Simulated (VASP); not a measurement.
Write the native input for VASP 6.6.1 that does the following.

* Task: density of states
* Functional: PBE
* Potentials or basis: VASP PAW PBE potentials, release 64 (Ca_sv, Se)
* Cutoff: 400 eV
* k mesh: 2 × 2 × 2
* Occupations: gaussian, width 0.1 eV
* Spin: no spin polarisation
* Dipole correction: no
* k mesh for the DOS: 3 × 3 × 3
* Occupations for the DOS: gaussian
* Further INCAR settings: ALGO = Normal; EDIFF = 1e-06

The system is CaSe.

```
Ca Se
1.0
     0.00000    3.30000    3.30000
     3.30000    0.00000    3.30000
     3.30000    3.30000    0.00000
Ca Se
1 1
Direct
  0.00000 0.00000 0.00000
  0.75000 0.75000 0.75000
```

One way to write it, as run:

POSCAR

```
CaSe
1.0
    0.0000000000      3.3000000000      3.3000000000
    3.3000000000      0.0000000000      3.3000000000
    3.3000000000      3.3000000000      0.0000000000
Ca Se
1 1
Direct
    0.0000000000      0.0000000000      0.0000000000
    0.7500000000      0.7500000000      0.7500000000
```

INCAR.step1

```
SYSTEM = CaSe
PREC = Accurate
ENCUT = 400
EDIFF = 1E-6
ISMEAR = 0
SIGMA = 0.1
LREAL = .False.
LASPH = .True.
NELM = 120
ALGO = Normal
ISIF = 2
LWAVE = .False.
LCHARG = .True.
GGA = PE
NBANDS = 15
GGA_COMPAT = .False.
NEDOS = 2001
LORBIT = 11
```

KPOINTS.step1

```
regular mesh
0
Gamma
  2 2 2
  0 0 0
```

INCAR.step2

```
SYSTEM = CaSe
PREC = Accurate
ENCUT = 400
EDIFF = 1E-6
ISMEAR = 0
SIGMA = 0.1
LREAL = .False.
LASPH = .True.
NELM = 120
ALGO = Normal
ISIF = 2
LWAVE = .False.
LCHARG = .False.
GGA = PE
LORBIT = 10
NEDOS = 1001
ICHARG = 11
GGA_COMPAT = .False.
```

KPOINTS.step2

```
regular mesh
0
Gamma
  3 3 3
  0 0 0
```

Potentials or basis: VASP PAW PBE potentials, release 64 (Ca_sv, Se).

Launch:

```console
$ cat potpaw_PBE.64/Ca_sv/POTCAR potpaw_PBE.64/Se/POTCAR > POTCAR
$ cp INCAR.step1 INCAR
$ cp KPOINTS.step1 KPOINTS
$ mpirun -np 1 vasp_std > vasp.out
$ cp INCAR.step2 INCAR
$ cp KPOINTS.step2 KPOINTS
$ mpirun -np 1 vasp_std > vasp.out
```

It gave:

- Valence electrons inside the program's atomic spheres: Ca 8.12; Se 3.90

Caveat: the k points lie up to 0.82 Å⁻¹ apart.

Run time: 5.4 s on 1 thread of Intel(R) Xeon(R) Platinum 8481C CPU @ 2.70GHz (Sapphire Rapids), on a shared host, peak memory 0.15 GiB.
